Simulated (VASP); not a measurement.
# TiSi16 (a cell with a defect) in VASP: single point with PBE+D3(BJ)

Aim: the single point of TiSi16 (a cell with a defect) with PBE+D3(BJ).

All numbers are computed with VASP 6.6.1; they aren't measurements. Logs are shortened: lines on timing, memory, paths and dates and some standing lists are left out, and cuts for length are marked.

## Step 1: The cell of the first run

The cell holds a defect, 17 atoms: a = 7.679 Å, b = 7.679 Å, c = 7.679 Å, α = 60.00°, β = 60.00°, γ = 60.00°.

## Step 2: Single point, PBE+D3(BJ)

Input file INCAR:

```
ALGO = Normal
EDIFF = 1E-6
ENCUT = 520
GGA = PE
ISIF = 2
ISMEAR = 0
IVDW = 12
LASPH = True
LCHARG = True
LELF = True
LREAL = Auto
LVHAR = True
LWAVE = False
NBANDS = 52
NELM = 100
PREC = Accurate
SIGMA = 0.05
```

Input file KPOINTS:

```
k-points
0
Gamma
  2 2 2
```

Input file POSCAR:

```
TiSi16
1.0
    0.0000000000      5.4300000000      5.4300000000
    5.4300000000      0.0000000000      5.4300000000
    5.4300000000      5.4300000000      0.0000000000
Si Ti
16 1
Direct
   -0.0179839779     -0.0178731123      0.0540226519
    0.1256953039      0.1258076427      0.1377912523
    0.0117737569      0.0118954880      0.5089501842
    0.1073690608      0.1074909761      0.6779580110
    0.0138267035      0.4992314917     -0.0120235727
    0.1257155617      0.6110098527      0.1377354512
    0.0118051565      0.4676773481      0.5088871087
    0.1570534991      0.6132647330      0.6166746777
    0.4991213628      0.0139204420     -0.0119942910
    0.6108929098      0.1258150092      0.1377660221
    0.4675608656      0.0119076427      0.5089205341
    0.6131534991      0.1571523941      0.6167072744
    0.4991415285      0.4992387661     -0.0120503683
    0.6426142726      0.6427135359      0.0722205341
    0.5172837937      0.5173771639      0.4482066298
    0.6131848066      0.6132757827      0.6166439227
    0.8123941989      0.8125021179      0.5628785451
```

Potentials or basis: VASP PAW PBE potentials, release 64 (Si, Ti_sv).

Command:

```
cat potpaw_PBE.64/Si/POTCAR potpaw_PBE.64/Ti_sv/POTCAR > POTCAR
mpirun -np 1 vasp_std > vasp.out
```

OUTCAR:

```text
EDIFF = 1E-6
   ENCUT = 520
   GGA = PE
   ISIF = 2
   ISMEAR = 0
   IVDW = 12
   LASPH = True
   LREAL = Auto
   NELM = 100
   PREC = Accurate
 IVDW          = 12

 ion  position               nearest neighbor table
   1  0.982  0.982  0.054-   6 2.34  10 2.34   2 2.34   4 2.36
   2  0.126  0.126  0.138-   3 2.33   1 2.34   9 2.35   5 2.35
   3  0.012  0.012  0.509-   4 2.28   2 2.33  17 2.44  12 2.50   8 2.51
   4  0.107  0.107  0.678-   7 2.28  11 2.28   3 2.28   1 2.36
   5  0.014  0.499  0.988-   8 2.33  14 2.34   6 2.35   2 2.35
   6  0.126  0.611  0.138-   7 2.33   1 2.34   5 2.35  13 2.35
   7  0.012  0.468  0.509-   4 2.28   6 2.33  17 2.44  16 2.50   8 2.50
   8  0.157  0.613  0.617-  15 2.28   5 2.33  17 2.43   7 2.50   3 2.51
   9  0.499  0.014  0.988-  12 2.33  14 2.34  10 2.35   2 2.35
  10  0.611  0.126  0.138-  11 2.33   1 2.34   9 2.35  13 2.35
  11  0.468  0.012  0.509-   4 2.28  10 2.33  17 2.44  12 2.50  16 2.51
  12  0.613  0.157  0.617-  15 2.28   9 2.33  17 2.43   3 2.50  11 2.50
  13  0.499  0.499  0.988-  16 2.33  14 2.34   6 2.35  10 2.35
  14  0.643  0.643  0.072-   9 2.34   5 2.34  13 2.34  15 2.36
  15  0.517  0.517  0.448-  12 2.28   8 2.28  16 2.28  14 2.36
  16  0.613  0.613  0.617-  15 2.28  13 2.33  17 2.43   7 2.50  11 2.51
  17  0.812  0.813  0.563-  16 2.43   8 2.43  12 2.43   3 2.44  11 2.44   7 2.44

  LATTYP: Found a face centered cubic cell.
 ALAT       =    10.8600000000

  Lattice vectors:

 A1 = (   0.0000000000,   5.4300000000,   5.4300000000)
 A2 = (   5.4300000000,   0.0000000000,   5.4300000000)
 A3 = (   5.4300000000,   5.4300000000,   0.0000000000)

Analysis of symmetry for initial positions (statically):
=====================================================================
 Subroutine PRICEL returns:
 Original cell was already a primitive cell.

 Routine SETGRP: Setting up the symmetry group for a
 face centered cubic supercell.

 Subroutine GETGRP returns: Found  1 space group operations
 (whereof  1 operations were pure point group operations)
 out of a pool of 48 trial point group operations.

The static configuration has the point symmetry C_1 .

Analysis of symmetry for dynamics (positions and initial velocities):
=====================================================================
 Subroutine PRICEL returns:
 Original cell was already a primitive cell.

 Routine SETGRP: Setting up the symmetry group for a
 face centered cubic supercell.

 Subroutine GETGRP returns: Found  1 space group operations
 (whereof  1 operations were pure point group operations)
 out of a pool of 48 trial point group operations.

The dynamic configuration has the point symmetry C_1 .

 Subroutine INISYM returns: Found  1 space group operations
 (whereof  1 operations are pure point group operations),
 and found     1 'primitive' translations

----------------------------------------------------------------------------------------

                                     Primitive cell

  volume of cell :     320.2060

  direct lattice vectors                    reciprocal lattice vectors
     0.000000000  5.430000000  5.430000000    -0.092081031  0.092081031  0.092081031
     5.430000000  0.000000000  5.430000000     0.092081031 -0.092081031  0.092081031
     5.430000000  5.430000000  0.000000000     0.092081031  0.092081031 -0.092081031

  length of vectors
     7.679179644  7.679179644  7.679179644     0.159489025  0.159489025  0.159489025

  position of ions in fractional coordinates (direct lattice)
     0.982016022  0.982126888  0.054022652
     0.125695304  0.125807643  0.137791252
     0.011773757  0.011895488  0.508950184
     0.107369061  0.107490976  0.677958011
     0.013826704  0.499231492  0.987976427
     0.125715562  0.611009853  0.137735451
[... 9 lines left out ...]
     0.613184807  0.613275783  0.616643923
     0.812394199  0.812502118  0.562878545

  ion indices of the primitive-cell ions
   primitive index   ion index
                 1           1
                 2           2
                 3           3
                 4           4
                 5           5
                 6           6
[... 9 lines left out ...]
                16          16
                17          17

----------------------------------------------------------------------------------------

 KPOINTS: k-points

Automatic generation of k-mesh.
 Grid dimensions read from file:
 generate k-points for:    2    2    2

 Generating k-lattice:

  Cartesian coordinates                     Fractional coordinates (reciprocal lattice)
    -0.046040516  0.046040516  0.046040516     0.500000000  0.000000000  0.000000000
     0.046040516 -0.046040516  0.046040516     0.000000000  0.500000000  0.000000000
     0.046040516  0.046040516 -0.046040516     0.000000000  0.000000000  0.500000000

  Length of vectors
     0.079744512  0.079744512  0.079744512

  Shift w.r.t. Gamma in fractional coordinates (k-lattice)
     0.000000000  0.000000000  0.000000000

 Subroutine IBZKPT returns following result:
 ===========================================

 Found      8 irreducible k-points:

 Following reciprocal coordinates:
            Coordinates               Weight
  0.000000  0.000000  0.000000      1.000000
  0.500000  0.000000  0.000000      1.000000
  0.000000  0.500000  0.000000      1.000000
  0.000000  0.000000  0.500000      1.000000
  0.500000  0.500000  0.500000      1.000000
  0.500000  0.500000  0.000000      1.000000
  0.000000  0.500000  0.500000      1.000000
  0.500000  0.000000  0.500000      1.000000
   k-points           NKPTS =      8   k-points in BZ     NKDIM =      8   number of bands    NBANDS=     52
   number of dos      NEDOS =    301   number of ions     NIONS =     17
   total plane-waves  NPLWV = 216000
   dimension x,y,z NGX =    60 NGY =   60 NGZ =   60
   dimension x,y,z NGXF=   120 NGYF=  120 NGZF=  120
   ions per type =              16   1
   NGX,Y,Z   is equivalent  to a cutoff of  12.99, 12.99, 12.99 a.u.
   NGXF,Y,Z  is equivalent  to a cutoff of  25.98, 25.98, 25.98 a.u.
 SYSTEM =  unknown system
   PREC   = accura    normal or accurate (medium, high low for compatibility)
   ISTART =      0    job   : 0-new  1-cont  2-samecut
   ICHARG =      2    charge: 1-file 2-atom 10-const
   ISPIN  =      1    spin polarized calculation?
   LNONCOLLINEAR =      F non collinear calculations
   LSORBIT =      F    spin-orbit coupling
   LASPH  =      T    aspherical Exc in radial PAW
   ENCUT  =  520.0 eV  38.22 Ry    6.18 a.u.  14.28 14.28 14.28*2*pi/ulx,y,z
   NELM   =    100;   NELMIN=  2; NELMDL= -5     # of ELM steps
   EDIFF  = 0.1E-05   stopping-criterion for ELM
   LREAL  =      T    real-space projection
   EDIFFG = 0.1E-04   stopping-criterion for IOM
   NSW    =      0    number of steps for IOM
   IBRION =     -1    ionic relax: 0-MD 1-quasi-New 2-CG
   NFREE  =      0    steps in history (QN), initial steepest desc. (CG)
   ISIF   =      2    stress and relaxation
   ISYM   =      2    0-nonsym 1-usesym 2-fastsym
   POTIM  = 0.5000    time-step for ionic-motion
   TEBEG  =    0.0;   TEEND  =   0.0 temperature during run
   PSTRESS=    0.0 pullay stress
   NELECT =      76.0000    total number of electrons
   NUPDOWN=      -1.0000    fix difference up-down
   EMIN   =  10.00;   EMAX   =-10.00  energy-range for DOS
   EFERMI =   0.00;   METHOD = LEGACY
   ISMEAR =     0;   SIGMA  =   0.05  broadening in eV -4-tet -1-fermi 0-gaus
   EFERMI_NEDOS =   21; number of points for ismear=-14 and -15
   IALGO  =     38    algorithm
   IMIX   =      4    mixing-type and parameters
     AMIX     =   0.40;   BMIX     =  1.00
     AMIX_MAG =   1.60;   BMIX_MAG =  1.00
  volume/ion in A,a.u.               =      18.84       127.11
  Fermi-wavevector in a.u.,A,eV,Ry     =   1.013607  1.915439 13.978610  1.027399
  Thomas-Fermi vector in A             =   2.146786
   LORBIT       =      0    0 simple, 1 ext, 2 COOP (PROOUT), +10 PAW based schemes
   GGA     = PE    functional components
   LHFCALC =     F    Hartree Fock is set to
   AEXX    =    0.0000 exact exchange contribution
   IVDW    =    12    specifies the selected vdW correction
   LEPSILON=     F    determine dielectric tensor
   LRPA    =     F    only Hartree local field effects (RPA)
 non-spin polarized calculation
 Gauss-broadening in eV      SIGMA  =   0.05
  energy-cutoff  :      520.00
  volume of cell :      320.21
 maximum number of plane-waves:      8646
 NGX is ok and might be reduce to    60
   NGX = 29   NGY = 29   NGZ = 29

 number of electron      76.0000001 magnetization

 Free energy of the ion-electron system (eV)
  ---------------------------------------------------
  ext. energy  EPLUGINS =         0.00000000
  ---------------------------------------------------
  free energy    TOTEN  =       -90.50529179 eV

  energy without entropy =      -90.48363009  energy(sigma->0) =      -90.49446094

 E-fermi :   6.8963     XC(G=0):  -9.7557

 val. band max:        6.8587400712   @ k =   0.0000   0.0000   0.0000
 cond. band min:       6.9051586847   @ k =   0.5000   0.5000   0.0000
 fundamental gap:      0.0464186135
 Fermi energy:         6.8962948023

 k-point     1 :       0.0000    0.0000    0.0000
  band No.  band energies     occupation
      1     -49.9400      2.00000
      2     -26.4152      2.00000
      3     -26.2530      2.00000
      4     -26.2529      2.00000
      5      -5.6552      2.00000
      6      -3.4436      2.00000
[... 42 lines left out ...]
     49       8.5047      0.00000
     50       8.9273      0.00000

 k-point     2 :       0.5000    0.0000    0.0000
  band No.  band energies     occupation
      1     -49.9400      2.00000
      2     -26.4152      2.00000
      3     -26.2530      2.00000
      4     -26.2529      2.00000
      5      -4.8544      2.00000
      6      -4.8245      2.00000
[... 310 lines left out ...]
 k-point     8 :       0.5000    0.0000    0.5000
  band No.  band energies     occupation
      1     -49.9400      2.00000
      2     -26.4152      2.00000
      3     -26.2530      2.00000
      4     -26.2529      2.00000
      5      -4.5715      2.00000
      6      -4.5496      2.00000
[... 42 lines left out ...]
     49       9.9676      0.00000
     50      10.4849      0.00000
 [bands above 50 left out]

------------------------ aborting loop because EDIFF is reached ----------------------------------------

 Edisp (eV)   -5.83640

 E8    (eV) :    -2.4407

  FORCE on cell =-STRESS in cart. coord.  units (eV):
  Direction    XX          YY          ZZ          XY          YZ          ZX
  --------------------------------------------------------------------------------------
  -------------------------------------------------------------------------------------
  Total       5.33679     5.33648     5.33549    -1.97557     1.97596     1.97550
  in kB      26.70308    26.70151    26.69659    -9.88493     9.88687     9.88459
  external pressure =       26.70 kB  Pullay stress =        0.00 kB

 VOLUME and BASIS-vectors are now :
 -----------------------------------------------------------------------------
  energy-cutoff  :      520.00
  volume of cell :      320.21
      direct lattice vectors                 reciprocal lattice vectors
     0.000000000  5.430000000  5.430000000    -0.092081031  0.092081031  0.092081031
     5.430000000  0.000000000  5.430000000     0.092081031 -0.092081031  0.092081031
     5.430000000  5.430000000  0.000000000     0.092081031  0.092081031 -0.092081031

 POSITION                                       TOTAL-FORCE (eV/Angst)
 -----------------------------------------------------------------------------------
      5.62629      5.62569     10.66530        -0.003023     -0.002773      0.002943
      1.43134      1.43073      1.36566        -0.001595     -0.002123      0.002695
      2.82819      2.82753      0.12852         0.003484      0.003926     -0.006092
      4.26499      4.26433      1.16669        -0.005815     -0.006216      0.006902
      8.07554      5.43979      2.78591         0.000072     -0.000658      0.000299
      4.06569      1.43054      4.00042        -0.002339     -0.001902      0.002113
[... 9 lines left out ...]
      6.67846      6.67797      6.65968        -0.001830     -0.001801     -0.009391
      7.46832      7.46773      8.82319        -0.008740     -0.007532      0.003623
 -----------------------------------------------------------------------------------
    total drift:                               -0.008396     -0.006505      0.005565

  FREE ENERGIE OF THE ION-ELECTRON SYSTEM (eV)
  ---------------------------------------------------
  free  energy   TOTEN  =       -96.3416908481 eV

  energy  without entropy=      -96.3200291511  energy(sigma->0) =      -96.33086000
```

Run time: 3.1 min. Hardware: 1 thread of Intel Xeon Platinum 8488C (Sapphire Rapids), shared host; peak memory 0.5 GiB.

Results:

| Quantity | Value |
| --- | --- |
| Free energy | -96.3417 eV |
| Pressure | 2.7 GPa |
| Largest force | 0.012 eV/Å |
| Band gap on the k mesh | zero (bands 38 and 39 overlap by 0.19 eV) |
| Dispersion energy per atom | -0.343 eV |

Forces in eV/Å, atoms in the order of the input:
```
Si  -0.003 -0.003  0.003
Si  -0.002 -0.002  0.003
Si   0.003  0.004 -0.006
Si  -0.006 -0.006  0.007
Si   0.000 -0.001  0.000
Si  -0.002 -0.002  0.002
Si   0.007  0.003 -0.003
Si  -0.002  0.009  0.002
Si  -0.001  0.000  0.000
Si  -0.002 -0.003  0.002
Si   0.003  0.006 -0.004
Si   0.010 -0.002  0.002
Si   0.000  0.000  0.002
Si   0.001  0.001 -0.001
Si   0.003  0.004 -0.004
Si  -0.002 -0.002 -0.009
Ti  -0.009 -0.008  0.004
```

Stress tensor (GPa, compression positive):
```
 2.67 -0.99  0.99
-0.99  2.67  0.99
 0.99  0.99  2.67
```

Caveat: the k points lie up to 0.50 Å⁻¹ apart.
